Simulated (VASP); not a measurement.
# Ir (Fm-3m) in VASP: further runs

Runs on Ir. Level: PBE. Tasks: single point.

Everything below comes from runs of VASP 6.6.1. Logs are shortened: lines on timing, memory, paths and dates and some standing lists are left out, and cuts for length are marked.

**1. The cell of the first run**

Symmetry: Fm-3m, No. 225, cubic system. Conventional cell: a = 3.885 Å, b = 3.885 Å, c = 3.885 Å, α = 90.00°, β = 90.00°, γ = 90.00°. Ir (site symmetry m-3m) has 12 Ir at 2.75 Å within 3.6 Å.

**2. Single point, PBE (Re replaced by Ir, lengths x 0.960, strained)**

INCAR reads:

```
PREC = Accurate ; ENCUT = 500
EDIFF = 1E-6 ; ISMEAR = 0
SIGMA = 0.1 ; LREAL = False
LASPH = True ; NELM = 120
ALGO = Normal ; ISIF = 2
LWAVE = False ; LCHARG = False
GGA = PE ; NBANDS = 10
GGA_COMPAT = False
```

KPOINTS reads:

```
regular mesh
0
Gamma
  18 18 18
```

POSCAR reads:

```
Ir
1.0
    0.0000000000      1.9427035182      1.9427035182
    1.9427035182      0.0000000000      1.9427035182
    1.9427035182      1.9427035182      0.0000000000
Ir
1
Direct
    0.0000000000      0.0000000000      0.0000000000
```

Potentials or basis: VASP PAW PBE potentials, release 64 (Ir).

On the command line:

```sh
> cat potpaw_PBE.64/Ir/POTCAR > POTCAR
> mpirun -np 1 vasp_std > vasp.out
```

OUTCAR:

```text
PREC = Accurate
   ENCUT = 500
   EDIFF = 1E-6
   ISMEAR = 0
   LREAL = False
   LASPH = True
   NELM = 120
   ISIF = 2
   GGA = PE

 ion  position               nearest neighbor table
   1  0.000  0.000  0.000-

  LATTYP: Found a face centered cubic cell.
 ALAT       =     3.8854070364

  Lattice vectors:

 A1 = (   0.0000000000,   1.9427035182,   1.9427035182)
 A2 = (   1.9427035182,   0.0000000000,   1.9427035182)
 A3 = (   1.9427035182,   1.9427035182,   0.0000000000)

Analysis of symmetry for initial positions (statically):
=====================================================================
 Subroutine PRICEL returns:
 Original cell was already a primitive cell.

 Routine SETGRP: Setting up the symmetry group for a
 face centered cubic supercell.

 Subroutine GETGRP returns: Found 48 space group operations
 (whereof 48 operations were pure point group operations)
 out of a pool of 48 trial point group operations.

The static configuration has the point symmetry O_h .

Analysis of symmetry for dynamics (positions and initial velocities):
=====================================================================
 Subroutine PRICEL returns:
 Original cell was already a primitive cell.

 Routine SETGRP: Setting up the symmetry group for a
 face centered cubic supercell.

 Subroutine GETGRP returns: Found 48 space group operations
 (whereof 48 operations were pure point group operations)
 out of a pool of 48 trial point group operations.

The dynamic configuration has the point symmetry O_h .

 Subroutine INISYM returns: Found 48 space group operations
 (whereof 48 operations are pure point group operations),
 and found     1 'primitive' translations

----------------------------------------------------------------------------------------

                                     Primitive cell

  volume of cell :      14.6639

  direct lattice vectors                    reciprocal lattice vectors
     0.000000000  1.942703518  1.942703518    -0.257373292  0.257373292  0.257373292
     1.942703518  0.000000000  1.942703518     0.257373292 -0.257373292  0.257373292
     1.942703518  1.942703518  0.000000000     0.257373292  0.257373292 -0.257373292

  length of vectors
     2.747397663  2.747397663  2.747397663     0.445783618  0.445783618  0.445783618

  position of ions in fractional coordinates (direct lattice)
     0.000000000  0.000000000  0.000000000

  ion indices of the primitive-cell ions
   primitive index   ion index
                 1           1

----------------------------------------------------------------------------------------

 KPOINTS: regular mesh

Automatic generation of k-mesh.
 Grid dimensions read from file:
 generate k-points for:   18   18   18

 Generating k-lattice:

  Cartesian coordinates                     Fractional coordinates (reciprocal lattice)
    -0.014298516  0.014298516  0.014298516     0.055555556  0.000000000  0.000000000
     0.014298516 -0.014298516  0.014298516     0.000000000  0.055555556  0.000000000
     0.014298516  0.014298516 -0.014298516     0.000000000  0.000000000  0.055555556

  Length of vectors
     0.024765757  0.024765757  0.024765757

  Shift w.r.t. Gamma in fractional coordinates (k-lattice)
     0.000000000  0.000000000  0.000000000

 Subroutine IBZKPT returns following result:
 ===========================================

 Found    195 irreducible k-points:

 Following reciprocal coordinates:
            Coordinates               Weight
  0.000000  0.000000  0.000000      1.000000
  0.055556  0.000000  0.000000      8.000000
  0.111111  0.000000  0.000000      8.000000
  0.166667  0.000000  0.000000      8.000000
  0.222222  0.000000  0.000000      8.000000
  0.277778  0.000000  0.000000      8.000000
[... 16 lines left out ...]
 -0.277778  0.055556  0.000000     24.000000
 -0.222222  0.055556  0.000000     24.000000
 [... further k-points ...]
   k-points           NKPTS =    195   k-points in BZ     NKDIM =    195   number of bands    NBANDS=     10
   number of dos      NEDOS =    301   number of ions     NIONS =      1
   total plane-waves  NPLWV =   8000
   dimension x,y,z NGX =    20 NGY =   20 NGZ =   20
   dimension x,y,z NGXF=    40 NGYF=   40 NGZF=   40
   ions per type =               1
   NGX,Y,Z   is equivalent  to a cutoff of  12.10, 12.10, 12.10 a.u.
   NGXF,Y,Z  is equivalent  to a cutoff of  24.20, 24.20, 24.20 a.u.
 SYSTEM =  unknown system
   PREC   = accura    normal or accurate (medium, high low for compatibility)
   ISTART =      0    job   : 0-new  1-cont  2-samecut
   ICHARG =      2    charge: 1-file 2-atom 10-const
   ISPIN  =      1    spin polarized calculation?
   LNONCOLLINEAR =      F non collinear calculations
   LSORBIT =      F    spin-orbit coupling
   LASPH  =      T    aspherical Exc in radial PAW
   ENCUT  =  500.0 eV  36.75 Ry    6.06 a.u.   5.01  5.01  5.01*2*pi/ulx,y,z
   NELM   =    120;   NELMIN=  2; NELMDL= -5     # of ELM steps
   EDIFF  = 0.1E-05   stopping-criterion for ELM
   LREAL  =      F    real-space projection
   EDIFFG = 0.1E-04   stopping-criterion for IOM
   NSW    =      0    number of steps for IOM
   IBRION =     -1    ionic relax: 0-MD 1-quasi-New 2-CG
   NFREE  =      0    steps in history (QN), initial steepest desc. (CG)
   ISIF   =      2    stress and relaxation
   ISYM   =      2    0-nonsym 1-usesym 2-fastsym
   POTIM  = 0.5000    time-step for ionic-motion
   TEBEG  =    0.0;   TEEND  =   0.0 temperature during run
   PSTRESS=    0.0 pullay stress
   NELECT =       9.0000    total number of electrons
   NUPDOWN=      -1.0000    fix difference up-down
   EMIN   =  10.00;   EMAX   =-10.00  energy-range for DOS
   EFERMI =   0.00;   METHOD = LEGACY
   ISMEAR =     0;   SIGMA  =   0.10  broadening in eV -4-tet -1-fermi 0-gaus
   EFERMI_NEDOS =   21; number of points for ismear=-14 and -15
   IALGO  =     38    algorithm
   IMIX   =      4    mixing-type and parameters
     AMIX     =   0.40;   BMIX     =  1.00
     AMIX_MAG =   1.60;   BMIX_MAG =  1.00
  volume/ion in A,a.u.               =      14.66        98.96
  Fermi-wavevector in a.u.,A,eV,Ry     =   1.391252  2.629085 26.335195  1.935582
  Thomas-Fermi vector in A             =   2.515109
   LORBIT       =      0    0 simple, 1 ext, 2 COOP (PROOUT), +10 PAW based schemes
   GGA     = PE    functional components
   LHFCALC =     F    Hartree Fock is set to
   AEXX    =    0.0000 exact exchange contribution
   IVDW    =     0    specifies the selected vdW correction
   LEPSILON=     F    determine dielectric tensor
   LRPA    =     F    only Hartree local field effects (RPA)
 non-spin polarized calculation
 Gauss-broadening in eV      SIGMA  =   0.10
  energy-cutoff  :      500.00
  volume of cell :       14.66
 maximum number of plane-waves:       388
   NGX =  9   NGY =  9   NGZ =  9

 number of electron       9.0000000 magnetization

 Free energy of the ion-electron system (eV)
  ---------------------------------------------------
  ext. energy  EPLUGINS =         0.00000000
  ---------------------------------------------------
  free energy    TOTEN  =        -8.85215382 eV

  energy without entropy =       -8.84666862  energy(sigma->0) =       -8.84941122

 E-fermi :   9.8224     XC(G=0): -13.7752

 val. band max:        9.8205213279   @ k =   0.5000   0.2222   0.1111
 cond. band min:       9.8261336786   @ k =   0.3333   0.1111   0.0556
 fundamental gap:      0.0056123507
 Fermi energy:         9.8223709891

 k-point     1 :       0.0000    0.0000    0.0000
  band No.  band energies     occupation
      1      -0.9427      2.00000
      2       6.1157      2.00000
      3       6.1157      2.00000
      4       6.1157      2.00000
      5       8.6544      2.00000
      6       8.6544      2.00000
      7      24.1850      0.00000
      8      29.5586      0.00000
      9      29.5586      0.00000
     10      29.5586      0.00000

 k-point     2 :       0.0556    0.0000    0.0000
  band No.  band energies     occupation
      1      -0.8102      2.00000
      2       6.0463      2.00000
      3       6.1727      2.00000
      4       6.1727      2.00000
      5       8.6183      2.00000
      6       8.6183      2.00000
      7      24.4102      0.00000
      8      28.8240      0.00000
      9      29.7726      0.00000
     10      29.7726      0.00000

 k-point     3 :       0.1111    0.0000    0.0000
  band No.  band energies     occupation
      1      -0.4258      2.00000
      2       5.8676      2.00000
      3       6.3222      2.00000
      4       6.3222      2.00000
      5       8.5398      2.00000
      6       8.5398      2.00000
      7      25.0283      0.00000
      8      27.3770      0.00000
      9      30.3942      0.00000
     10      30.3942      0.00000

 k-point     4 :       0.1667    0.0000    0.0000
  band No.  band energies     occupation
      1       0.1657      2.00000
      2       5.6639      2.00000
      3       6.4900      2.00000
      4       6.4900      2.00000
      5       8.5118      2.00000
      6       8.5118      2.00000
      7      25.6940      0.00000
      8      25.9646      0.00000
      9      31.3611      0.00000
     10      31.3611      0.00000
[... 222 lines left out ...]
 k-point    22 :      -0.3333    0.0556    0.0000
  band No.  band energies     occupation
      1       2.0871      2.00000
      2       6.2075      2.00000
      3       6.3409      2.00000
      4       6.5923      2.00000
      5       9.4370      2.00000
      6      10.2857      0.00000
      7      20.2093      0.00000
      8      25.0651      0.00000
      9      30.0986      0.00000
     10      32.1460      0.00000

 k-point    23 :      -0.2778    0.0556    0.0000
  band No.  band energies     occupation
      1       1.7858      2.00000
      2       5.7986      2.00000
      3       6.4114      2.00000
      4       6.5131      2.00000
      5       8.8494      2.00000
      6       9.7097      1.88901
      7      22.0837      0.00000
      8      25.9645      0.00000
      9      31.0879      0.00000
     10      33.2908      0.00000

 k-point    24 :      -0.2222    0.0556    0.0000
  band No.  band energies     occupation
      1       1.2097      2.00000
      2       5.4809      2.00000
      3       6.5504      2.00000
      4       6.6381      2.00000
      5       8.3913      2.00000
      6       9.1993      2.00000
      7      23.7909      0.00000
      8      26.5646      0.00000
      9      31.4493      0.00000
     10      32.6972      0.00000

 [... further k-points ...]

------------------------ aborting loop because EDIFF is reached ----------------------------------------

  FORCE on cell =-STRESS in cart. coord.  units (eV):
  Direction    XX          YY          ZZ          XY          YZ          ZX
  --------------------------------------------------------------------------------------
  -------------------------------------------------------------------------------------
  Total       -0.3156672     -0.3156672     -0.3156672      0.0000000      0.0000000      0.0000000
  in kB      -34.4897807    -34.4897807    -34.4897807      0.0000000      0.0000000      0.0000000
  external PRESSURE =     -34.4897807 kB  Pullay stress =       0.0000000 kB

 VOLUME and BASIS-vectors are now :
 -----------------------------------------------------------------------------
  energy-cutoff  :      500.00
  volume of cell :       14.66
      direct lattice vectors                 reciprocal lattice vectors
     0.000000000  1.942703518  1.942703518    -0.257373292  0.257373292  0.257373292
     1.942703518  0.000000000  1.942703518     0.257373292 -0.257373292  0.257373292
     1.942703518  1.942703518  0.000000000     0.257373292  0.257373292 -0.257373292

 POSITION                                       TOTAL-FORCE (eV/Angst)
 -----------------------------------------------------------------------------------
      0.00000      0.00000      0.00000        -0.000000     -0.000000     -0.000000
 -----------------------------------------------------------------------------------
    total drift:                               -0.000000     -0.000000     -0.000000

  FREE ENERGIE OF THE ION-ELECTRON SYSTEM (eV)
  ---------------------------------------------------
  free  energy   TOTEN  =        -8.8521538211 eV

  energy  without entropy=       -8.8466686176  energy(sigma->0) =       -8.84941122
```

Wall time 11 s (1 thread of AMD EPYC 9R45 (Zen 5), shared host); peak memory 0.12 GiB.

What came out:

- Free energy: -8.8522 eV
- Pressure: -3.4 GPa
- Band gap on the k mesh: zero (an odd number of electrons rules out a gap without spin polarisation)

Caveat: the cell differs from its parent crystal (Re replaced by Ir, lengths x 0.960, strained); the cell stands under tension; spin-orbit coupling is left out, which moves the levels of the heavy elements.

(Continued in part 2 of 2.)
